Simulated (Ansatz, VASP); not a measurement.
## Zr2Ta3O2: VASP beside Ansatz

```
Zr Ta O
1.0
     5.22224    0.00000    0.00000
    -2.61112    4.52259    0.00000
     0.00000    0.00000    5.42657
Zr Ta O
2 3 2
Direct
  0.33333 0.66667 0.50032
  0.66667 0.33333 0.49968
  0.50000 0.00000 0.00000
  0.00000 0.50000 0.00000
  0.50000 0.50000 0.00000
  0.00000 0.00000 0.22647
  0.00000 0.00000 0.77353
```

Alike in both runs: functional PBE; k mesh 4 × 4 × 3; occupations gaussian, width 0.2 eV; no spin polarisation.

Ansatz relaxed the structure, and its values are those at the end. VASP's run is a single point on that final structure, the one shown.

```csv
,VASP,Ansatz
version,VASP 6.6.1,Ansatz 0.2.0
potentials or method,"VASP PAW PBE potentials, release 64 (Zr_sv, Ta_pv, O), cutoff 600 eV","scalar-relativistic, plane waves, PAW"
valence electrons in the cell,69,75
```

Ansatz gave:

| Item | Value |
| --- | --- |
| gap on the k mesh at the Fermi level (eV) | none |
| pressure (GPa) | 0.1 |
| rms of the force components (eV/Å) | 0.003 |

Q: Which values does VASP return?

A: gap on the k mesh at the Fermi level (eV): none; pressure (GPa): 0.1; rms of the force components (eV/Å): 0.004.

A gap of «none» marks a metal or a gap that the smearing closes. VASP's potentials hold 69 valence electrons a cell and Ansatz's 75, so a difference there can come from the potentials and not from the codes.

The k mesh is coarse, so the values compare programs but aren't converged. Spin-orbit coupling is off throughout.
